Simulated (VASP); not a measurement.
# ZrO2 (Fm-3m) in VASP: a series of runs, part 3 of 3

VASP 6.6.1. The steps go on from the part before.

## 4. Elastic constants, PBE

Input file INCAR:

```
SYSTEM = ZrO2
PREC = Accurate ; ENCUT = 600
EDIFF = 1E-8 ; ISMEAR = 0
SIGMA = 0.01 ; LREAL = .False.
LASPH = .True. ; NELM = 120
ALGO = Normal ; ISIF = 3
LWAVE = .False. ; LCHARG = .False.
GGA = PE ; NBANDS = 19
IBRION = 6 ; NFREE = 2
POTIM = 0.015 ; NSW = 1
GGA_COMPAT = .False.
```

Input file KPOINTS:

```
Automatic mesh
0
Gamma
  8 8 8
  0 0 0
```

Input file POSCAR:

```
ZrO2
1.0
    0.0000000000      2.5579477472      2.5579477472
    2.5579477472      0.0000000000      2.5579477472
    2.5579477472      2.5579477472      0.0000000000
Zr O
1 2
Direct
    0.0000000000      0.0000000000      0.0000000000
    0.2500000000      0.2500000000      0.2500000000
    0.7500000000      0.7500000000      0.7500000000
```

Potentials or basis: VASP PAW PBE potentials, release 64 (Zr_sv, O).

Command:

```bash
$ cat potpaw_PBE.64/Zr_sv/POTCAR potpaw_PBE.64/O/POTCAR > POTCAR
$ mpirun -np 1 vasp_std > vasp.out
```

OUTCAR:

```text
SYSTEM = ZrO2
   PREC = Accurate
   ENCUT = 600
   EDIFF = 1E-8
   ISMEAR = 0
   LREAL = .False.
   LASPH = .True.
   NELM = 120
   ISIF = 3
   GGA = PE
   IBRION = 6
   NFREE = 2
   POTIM = 0.015
   NSW = 1

 ion  position               nearest neighbor table
   1  0.000  0.000  0.000-   3 2.22   3 2.22   3 2.22   2 2.22   3 2.22   2 2.22   2 2.22   2 2.22

   2  0.250  0.250  0.250-   1 2.22   1 2.22   1 2.22   1 2.22
   3  0.750  0.750  0.750-   1 2.22   1 2.22   1 2.22   1 2.22

  LATTYP: Found a face centered cubic cell.
 ALAT       =     5.1158954944

  Lattice vectors:

 A1 = (   0.0000000000,   2.5579477472,   2.5579477472)
 A2 = (   2.5579477472,   0.0000000000,   2.5579477472)
 A3 = (   2.5579477472,   2.5579477472,   0.0000000000)

Analysis of symmetry for initial positions (statically):
=====================================================================
 Subroutine PRICEL returns:
 Original cell was already a primitive cell.

 Routine SETGRP: Setting up the symmetry group for a
 face centered cubic supercell.

 Subroutine GETGRP returns: Found 48 space group operations
 (whereof 48 operations were pure point group operations)
 out of a pool of 48 trial point group operations.

The static configuration has the point symmetry O_h .

Analysis of symmetry for dynamics (positions and initial velocities):
=====================================================================
 Subroutine PRICEL returns:
 Original cell was already a primitive cell.

 Routine SETGRP: Setting up the symmetry group for a
 face centered cubic supercell.

 Subroutine GETGRP returns: Found 48 space group operations
 (whereof 48 operations were pure point group operations)
 out of a pool of 48 trial point group operations.

The dynamic configuration has the point symmetry O_h .

 Subroutine INISYM returns: Found 48 space group operations
 (whereof 48 operations are pure point group operations),
 and found     1 'primitive' translations

----------------------------------------------------------------------------------------

                                     Primitive cell

  volume of cell :      33.4738

  direct lattice vectors                    reciprocal lattice vectors
     0.000000000  2.557947747  2.557947747    -0.195469200  0.195469200  0.195469200
     2.557947747  0.000000000  2.557947747     0.195469200 -0.195469200  0.195469200
     2.557947747  2.557947747  0.000000000     0.195469200  0.195469200 -0.195469200

  length of vectors
     3.617484396  3.617484396  3.617484396     0.338562586  0.338562586  0.338562586

[... 243 lines left out ...]
--------------------------------------- Ionic step       15  -------------------------------------------

 number of electron      23.9999994 magnetization

------------------------ aborting loop because EDIFF is reached ----------------------------------------
[... 69 lines left out ...]
--------------------------------------- Ionic step       17  -------------------------------------------

 number of electron      23.9999995 magnetization

 Free energy of the ion-electron system (eV)
  ---------------------------------------------------
  ext. energy  EPLUGINS =         0.00000000
  ---------------------------------------------------
  free energy    TOTEN  =       -28.57220265 eV

  energy without entropy =      -28.57220265  energy(sigma->0) =      -28.57220265

 E-fermi :   7.1456     XC(G=0): -11.7008

 val. band max:        7.0505534050   @ k =   0.0000   0.5000   0.5000
 cond. band min:      10.3622067453   @ k =   0.0000   0.0000   0.0000
 fundamental gap:      3.3116533404
 Fermi energy:         7.1455818113

 k-point     1 :       0.0000    0.0000    0.0000
  band No.  band energies     occupation
      1     -41.1093      2.00000
      2     -18.9283      2.00000
      3     -18.9277      2.00000
      4     -18.9270      2.00000
      5     -11.0729      2.00000
      6      -8.5718      2.00000
[... 505 lines left out ...]
      6      -9.1719      2.00000
[... 11 lines left out ...]
     18      17.6226      0.00000
     19      21.3843      0.00000

 [... further k-points ...]

------------------------ aborting loop because EDIFF is reached ----------------------------------------

  FORCE on cell =-STRESS in cart. coord.  units (eV):
  Direction    XX          YY          ZZ          XY          YZ          ZX
  --------------------------------------------------------------------------------------
  -------------------------------------------------------------------------------------
  Total        0.0210175      0.0169509      0.0169509      0.0000000      0.0924999      0.0000000
  in kB        1.0059737      0.8113324      0.8113324      0.0000000      4.4273784      0.0000000
  external PRESSURE =       0.8762128 kB  Pullay stress =       0.0000000 kB
[... 18 lines left out ...]
  FREE ENERGIE OF THE ION-ELECTRON SYSTEM (eV)
  ---------------------------------------------------
  free  energy   TOTEN  =       -28.5722026513 eV

  energy  without entropy=      -28.5722026513  energy(sigma->0) =      -28.57220265

 INTERNAL STRAIN TENSORS FROM STRAINED CELLS
 ============================================

 INTERNAL STRAIN TENSOR FOR ION    1 for displacements in x,y,z  (eV/Angst):
          X           Y           Z          XY          YZ          ZX
  --------------------------------------------------------------------------------
  x     0.00000     0.00000    -0.00000     0.00000     0.00000     0.00000
  y    -0.00000     0.00000     0.00000    -0.00000     0.00000     0.00000
  z    -0.00000    -0.00000     0.00000    -0.00000    -0.00000     0.00000

 INTERNAL STRAIN TENSORS FROM DISPLACED ATOMS
 ============================================

 INTERNAL STRAIN TENSOR FOR ION    1 for displacements in x,y,z  (eV/Angst):
          X           Y           Z          XY          YZ          ZX
  --------------------------------------------------------------------------------
  x     0.00000     0.00000     0.00000     0.00000     0.00000     0.00000
  y     0.00000     0.00000     0.00000     0.00000     0.00000     0.00000
  z     0.00000     0.00000     0.00000     0.00000     0.00000     0.00000

 INTERNAL STRAIN TENSOR FOR ION    3 for displacements in x,y,z  (eV/Angst):
          X           Y           Z          XY          YZ          ZX
  --------------------------------------------------------------------------------
  x    -0.00000    -0.00000    -0.00000     0.00000     6.17413     0.00000
  y    -0.00000     0.00000    -0.00000     0.00000     0.00000     6.17413
  z    -0.00000    -0.00000     0.00000     6.17413     0.00000     0.00000

 Eigenvectors and eigenvalues of the dynamical matrix
 ----------------------------------------------------

   1 f  =   16.487484 THz   103.593915 2PiTHz  549.963257 cm-1    68.186723 meV
             X         Y         Z           dx          dy          dz
      0.000000  0.000000  0.000000     0.000000   -0.000000   -0.000000
      1.278974  1.278974  1.278974     0.042130   -0.705851   -0.000000
      3.836922  3.836922  3.836922    -0.042130    0.705851    0.000000
[... 43 lines left out ...]
   9 f/i=    0.006017 THz     0.037806 2PiTHz    0.200706 cm-1     0.024884 meV
             X         Y         Z           dx          dy          dz
      0.000000  0.000000  0.000000     0.729047   -0.450401   -0.071726
      1.278974  1.278974  1.278974     0.305956   -0.189018   -0.030101
      3.836922  3.836922  3.836922     0.305956   -0.189018   -0.030101

--------------------------------------------------------------------------------------------------------

 ELASTIC MODULI CONTR FROM IONIC RELAXATION (kBar)
 Direction    XX          YY          ZZ          XY          YZ          ZX
 --------------------------------------------------------------------------------
 XX          -0.0000     -0.0000     -0.0000      0.0000      0.0000      0.0000
 YY          -0.0000     -0.0000     -0.0000      0.0000      0.0000     -0.0000
 ZZ          -0.0000     -0.0000     -0.0000     -0.0000      0.0000      0.0000
 XY           0.0000      0.0000     -0.0000   -205.0501     -0.0000     -0.0000
 YZ           0.0000      0.0000      0.0000     -0.0000   -205.0501     -0.0000
 ZX           0.0000     -0.0000      0.0000     -0.0000     -0.0000   -205.0501
 --------------------------------------------------------------------------------

 TOTAL ELASTIC MODULI (kBar)
 Direction    XX          YY          ZZ          XY          YZ          ZX
 --------------------------------------------------------------------------------
 XX        5203.3471    938.5298    938.5298      0.0000      0.0000      0.0000
 YY         938.5298   5203.3471    938.5298      0.0000      0.0000      0.0000
 ZZ         938.5298    938.5298   5203.3471     -0.0000     -0.0000     -0.0000
 XY           0.0000      0.0000     -0.0000    620.9678     -0.0000     -0.0000
 YZ           0.0000      0.0000     -0.0000     -0.0000    620.9678     -0.0000
 ZX           0.0000      0.0000     -0.0000     -0.0000     -0.0000    620.9678
 --------------------------------------------------------------------------------
```

OSZICAR:

```text
N       E                     dE             d eps       ncg     rms          rms(c)
DAV:   1     0.194536101735E+03    0.19454E+03   -0.15412E+04  1102   0.145E+03
DAV:   2    -0.251071379032E+02   -0.21964E+03   -0.21232E+03  1374   0.362E+02
[... 203 lines left out ...]
DAV:   3    -0.285721784493E+02    0.62454E-03   -0.18759E-03  4214   0.364E-01    0.398E-02
DAV:   4    -0.285722027918E+02   -0.24343E-04   -0.27941E-04  4114   0.113E-01    0.242E-02
DAV:   5    -0.285722026303E+02    0.16153E-06   -0.34029E-06  4240   0.156E-02    0.156E-02
DAV:   6    -0.285722025927E+02    0.37570E-07   -0.36684E-06  4051   0.193E-02    0.161E-03
DAV:   7    -0.285722026528E+02   -0.60088E-07   -0.53811E-07  4141   0.542E-03    0.135E-03
DAV:   8    -0.285722026513E+02    0.15366E-08   -0.17012E-08  3619   0.113E-03
  17 F= -.28572203E+02 E0= -.28572203E+02  d E =-.170362E-43
```

Wall time 22 min (1 thread of Intel Xeon 8259CL, shared host); peak memory 0.36 GiB.

What came out:

```
Elastic constants C11, C12, C44                         : 520, 94, 62 GPa
Voigt bulk modulus                                      : 236 GPa
Highest phonon frequency at Γ, LO-TO splitting left out : 550 cm⁻¹
```

Phonon frequencies in cm⁻¹ (negative: imaginary):
```csv
q point,frequencies
"(0.000, 0.000, 0.000)",0 0 0 221 221 221 550 550 550
```

Elastic tensor in Voigt notation (GPa, in the Cartesian axes of the cell as first typed):
```
520  94  94   0   0   0
 94 520  94   0   0   0
 94  94 520   0   0   0
  0   0   0  62   0   0
  0   0   0   0  62   0
  0   0   0   0   0  62
```

Clamped-ion elastic tensor (GPa):
```
520  94  94   0   0   0
 94 520  94   0   0   0
 94  94 520   0   0   0
  0   0   0  83   0   0
  0   0   0   0  83   0
  0   0   0   0   0  83
```
